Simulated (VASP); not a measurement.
# K (P6/mmm) in VASP: a series of runs, part 2 of 2

VASP 6.6.1.

## Step 3: Single point, PBEsol

This run uses another cell than the first one, of 71.45 Å³/atom.

INCAR

```
ALGO = Normal ; EDIFF = 1E-6
ENCUT = 520 ; GGA = PS
ISIF = 2 ; ISMEAR = -1
LASPH = True ; LCHARG = True
LELF = True ; LREAL = False
LVHAR = True ; LWAVE = False
NBANDS = 20 ; NELM = 100
PREC = Accurate ; SIGMA = 0.1
```

KPOINTS

```
k-points
0
Gamma
  7 7 10
```

POSCAR

```
K
1.0
    7.4664905715      0.0000000000      0.0000000000
   -3.7332452858      6.4661705120      0.0000000000
    0.0000000000      0.0000000000      4.4395261000
K
3
Direct
    0.0000000000      1.0000000000      1.0000000000
    0.3333333333      0.6666666667      0.5000000000
    0.6666666667      0.3333333333      0.5000000000
```

Potentials or basis: VASP PAW PBE potentials, release 64 (K_sv).

On the command line:

```console
> cat potpaw_PBE.64/K_sv/POTCAR > POTCAR
> mpirun -np 1 vasp_std > vasp.out
```

OUTCAR:

```text
EDIFF = 1E-6
   ENCUT = 520
   GGA = PS
   ISIF = 2
   ISMEAR = -1
   LASPH = True
   LREAL = False
   NELM = 100
   PREC = Accurate

 ion  position               nearest neighbor table
   1  0.000  0.000  0.000-
   2  0.333  0.667  0.500-
   3  0.667  0.333  0.500-

  LATTYP: Found a hexagonal cell.
 ALAT       =     7.4664905715
 C/A-ratio  =     0.5945934114

  Lattice vectors:

 A1 = (   7.4664905715,   0.0000000000,   0.0000000000)
 A2 = (  -3.7332452858,   6.4661705120,   0.0000000000)
 A3 = (   0.0000000000,   0.0000000000,   4.4395261000)

Analysis of symmetry for initial positions (statically):
=====================================================================
 Subroutine PRICEL returns:
 Original cell was already a primitive cell.

 Routine SETGRP: Setting up the symmetry group for a
 hexagonal supercell.

 Subroutine GETGRP returns: Found 24 space group operations
 (whereof 24 operations were pure point group operations)
 out of a pool of 24 trial point group operations.

The static configuration has the point symmetry D_6h.

Analysis of symmetry for dynamics (positions and initial velocities):
=====================================================================
 Subroutine PRICEL returns:
 Original cell was already a primitive cell.

 Routine SETGRP: Setting up the symmetry group for a
 hexagonal supercell.

 Subroutine GETGRP returns: Found 24 space group operations
 (whereof 24 operations were pure point group operations)
 out of a pool of 24 trial point group operations.

The dynamic configuration has the point symmetry D_6h.

 Subroutine INISYM returns: Found 24 space group operations
 (whereof 24 operations are pure point group operations),
 and found     1 'primitive' translations
[... 109 lines left out ...]
   NUPDOWN=      -1.0000    fix difference up-down
   EMIN   =  10.00;   EMAX   =-10.00  energy-range for DOS
   EFERMI =   0.00;   METHOD = LEGACY
   ISMEAR =    -1;   SIGMA  =   0.10  broadening in eV -4-tet -1-fermi 0-gaus
   EFERMI_NEDOS =   21; number of points for ismear=-14 and -15
   IALGO  =     38    algorithm
   IMIX   =      4    mixing-type and parameters
     AMIX     =   0.40;   BMIX     =  1.00
     AMIX_MAG =   1.60;   BMIX_MAG =  1.00
  volume/ion in A,a.u.               =      71.45       482.14
  Fermi-wavevector in a.u.,A,eV,Ry     =   0.820659  1.550820  9.163265  0.673481
  Thomas-Fermi vector in A             =   1.931680
   LORBIT       =      0    0 simple, 1 ext, 2 COOP (PROOUT), +10 PAW based schemes
   GGA     = PS    functional components
   LHFCALC =     F    Hartree Fock is set to
   AEXX    =    0.0000 exact exchange contribution
   IVDW    =     0    specifies the selected vdW correction
   LEPSILON=     F    determine dielectric tensor
   LRPA    =     F    only Hartree local field effects (RPA)
 non-spin polarized calculation
  energy-cutoff  :      520.00
  volume of cell :      214.34
 maximum number of plane-waves:      5794
 NGX is ok and might be reduce to    56
   NGX = 27   NGY = 27   NGZ = 17

 number of electron      26.9999999 magnetization

 Free energy of the ion-electron system (eV)
  ---------------------------------------------------
  ext. energy  EPLUGINS =         0.00000000
  ---------------------------------------------------
  free energy    TOTEN  =        -3.40870040 eV

  energy without entropy =       -3.32866371  energy(sigma->0) =       -3.36868206

 E-fermi :  -0.0975     XC(G=0):  -5.7681

 val. band max:       -0.1099830943   @ k =   0.2857   0.2857   0.4000
 cond. band min:      -0.0824306666   @ k =   0.2857   0.1429   0.1000
 fundamental gap:      0.0275524277
 Fermi energy:        -0.0975419535

 k-point     1 :       0.0000    0.0000    0.0000
  band No.  band energies     occupation
      1     -32.1196      2.00000
      2     -32.1133      2.00000
      3     -32.0249      2.00000
      4     -15.6929      2.00000
      5     -15.6929      2.00000
      6     -15.6409      2.00000
[... 541 lines left out ...]
     19       2.7221      0.00000
     20       2.9838      0.00000

 [... further k-points ...]

------------------------ aborting loop because EDIFF is reached ----------------------------------------

  FORCE on cell =-STRESS in cart. coord.  units (eV):
  Direction    XX          YY          ZZ          XY          YZ          ZX
  --------------------------------------------------------------------------------------
  -------------------------------------------------------------------------------------
  Total       -0.0248634     -0.0248634      0.0315514      0.0000000      0.0000000      0.0000000
  in kB       -0.1858532     -0.1858532      0.2358464      0.0000000      0.0000000      0.0000000
  external PRESSURE =      -0.0452866 kB  Pullay stress =       0.0000000 kB

 VOLUME and BASIS-vectors are now :
 -----------------------------------------------------------------------------
  energy-cutoff  :      520.00
  volume of cell :      214.34
      direct lattice vectors                 reciprocal lattice vectors
     7.466490571  0.000000000  0.000000000     0.133931730  0.077325520  0.000000000
    -3.733245286  6.466170512  0.000000000     0.000000000  0.154651041  0.000000000
     0.000000000  0.000000000  4.439526100     0.000000000  0.000000000  0.225249267

 POSITION                                       TOTAL-FORCE (eV/Angst)
 -----------------------------------------------------------------------------------
      0.00000      0.00000      0.00000        -0.000000      0.000000      0.000000
     -0.00000      4.31078      2.21976        -0.000000      0.000000      0.000000
      3.73325      2.15539      2.21976         0.000000     -0.000000      0.000000
 -----------------------------------------------------------------------------------
    total drift:                                0.000000     -0.000000      0.000000

  FREE ENERGIE OF THE ION-ELECTRON SYSTEM (eV)
  ---------------------------------------------------
  free  energy   TOTEN  =        -3.4087004046 eV

  energy  without entropy=       -3.3286637074  energy(sigma->0) =       -3.36868206
```

OSZICAR:

```text
N       E                     dE             d eps       ncg     rms          rms(c)
DAV:   1     0.187534625924E+03    0.18753E+03   -0.11002E+04  1928   0.107E+03
DAV:   2     0.105972558289E+02   -0.17694E+03   -0.17403E+03  2104   0.307E+02
DAV:   3    -0.266803098803E+01   -0.13265E+02   -0.13175E+02  3124   0.659E+01
DAV:   4    -0.339547985933E+01   -0.72745E+00   -0.72401E+00  2768   0.127E+01
DAV:   5    -0.341588184312E+01   -0.20402E-01   -0.20398E-01  2800   0.215E+00    0.349E+00
DAV:   6    -0.341010249402E+01    0.57793E-02   -0.14580E-02  2920   0.769E-01    0.225E+00
DAV:   7    -0.340869028794E+01    0.14122E-02   -0.20366E-02  2936   0.796E-01    0.175E-01
DAV:   8    -0.340866486077E+01    0.25427E-04   -0.23107E-03  2732   0.390E-01    0.538E-02
DAV:   9    -0.340869353374E+01   -0.28673E-04   -0.84519E-05  2736   0.437E-02    0.243E-02
DAV:  10    -0.340869963589E+01   -0.61022E-05   -0.21726E-05  2672   0.299E-02    0.556E-03
DAV:  11    -0.340870040456E+01   -0.76867E-06   -0.97385E-07  1920   0.969E-03
   1 F= -.34087004E+01 E0= -.33686821E+01  d E =-.800367E-01
```

Run time: 79 s. Hardware: 1 thread of Intel Xeon 6975P-C (Granite Rapids), shared host; peak memory 0.4 GiB.

Results:

```
Free energy            : -3.4087 eV
Pressure               : 0.0 GPa
Band gap on the k mesh : zero (an odd number of electrons rules out a gap without spin polarisation)
```

Levels at points of the mesh, in eV from the Fermi level:
```
           k point  band 11  band 12  band 13  band 14  band 15  band 16
(0.00, 0.00, 0.00)   -15.46   -15.45    -2.21     1.15     1.15     1.15
(0.00, 0.00, 0.50)   -15.46   -15.46    -0.24    -0.12     1.78     1.78
```

Caveat: the PAW data sets were made with another functional, which shifts forces and pressure a little.

## Step 4: Relaxation of cell and atoms, PBEsol

This run uses another cell than the first one, of 71.32 Å³/atom.

INCAR

```
  ALGO = Normal
  EDIFF = 1E-6
  EDIFFG = -0.01
  ENCUT = 600
  GGA = PS
  IBRION = 2
  ISIF = 3
  ISMEAR = -1
  LASPH = T
  LCHARG = F
  LREAL = F
  LWAVE = F
  NELM = 80
  NSW = 80
  PREC = Accurate
  SIGMA = 0.1
```

KPOINTS

```
k-points
0
Gamma
  5 5 7
```

POSCAR

```
K
1.0
    7.3867433931      0.0000000000      0.0000000000
   -3.6933716966      6.3971074297      0.0000000000
    0.0000000000      0.0000000000      4.5280737000
K
3
Direct
    0.0000000000      0.0000000000      0.0000000000
    0.3333333333      0.6666666667      0.5000000000
    0.6666666667      0.3333333333      0.5000000000
```

On the command line:

```console
> cat potpaw_PBE.64/K_sv/POTCAR > POTCAR
> mpirun -np 1 vasp_std > vasp.out
```

Wall time 1.8 min (1 thread of Intel Xeon 6975P-C (Granite Rapids), shared host); peak memory 0.39 GiB.

The run converged. Its results:

```
Free energy                           : -3.4157 eV
Relaxed volume                        : 71.58 Å³/atom
Relaxed cell                          : a = 7.468 Å, b = 7.468 Å, c = 4.446 Å, α = 90.00°, β = 90.00°, γ = 120.00°
Space group after relaxing (to 0.1 Å) : P6/mmm (No. 191)
Energy gained by relaxing             : 1.0 meV/atom
Ionic steps                           : 5
Pressure after relaxing               : 0.0 GPa
Band gap on the k mesh                : zero (an odd number of electrons rules out a gap without spin polarisation)
```

The path:
```csv
step,energy change (eV),largest force (eV/Å),pressure (GPa),volume (Å³)
1,0.0000,0.0000,0.01,213.97
2,-0.0009,0.0000,0.01,214.10
3,-0.0026,0.0000,0.00,214.49
4,-0.0016,0.0000,-0.01,215.17
5,-0.0029,0.0000,0.00,214.74
```

Final structure:
```
CELL_PARAMETERS angstrom
7.46777 0.00000 0.00000
-3.73389 6.46728 0.00000
0.00000 0.00000 4.44627
ATOMIC_POSITIONS crystal
K 0.00000 0.00000 0.00000
K 0.33333 0.66667 0.50000
K 0.66667 0.33333 0.50000
```

Levels at points of the mesh, in eV from the Fermi level:
```
           k point  band 11  band 12  band 13  band 14  band 15  band 16
(0.00, 0.00, 0.00)   -15.44   -15.42    -2.18     1.17     1.17     1.18
```

Caveat: the PAW data sets were made with another functional, which shifts forces and pressure a little.

## Step 5: Overview

```csv
task,cell,k mesh,cutoff (eV),gap on the mesh (eV),pressure (GPa)
single point,"a = 7.754, b = 7.754, c = 4.610 Å, angles 90.0, 90.0, 120.0°, 3 atoms",6 × 6 × 8,520,none,-0.3
single point,"a = 7.466, b = 7.466, c = 4.440 Å, angles 90.0, 90.0, 120.0°, 3 atoms",7 × 7 × 10,520,none,0.0
relaxation of cell and atoms,"relaxed from a = 7.387, b = 7.387, c = 4.528 Å, angles 90.0, 90.0, 120.0°, 3 atoms",5 × 5 × 7,600,none,0.0
```

Alike in all rows: level PBEsol; potentials or basis VASP PAW PBE potentials, release 64 (K_sv); no spin polarisation; smearing fermi-dirac 0.1 eV.

Caveats: the PAW data sets were made with another functional, which shifts forces and pressure a little.

Absolute energies hang on the potentials; compare differences alone.

The gap in the log of VASP goes by the Fermi energy; the results here count the filled bands.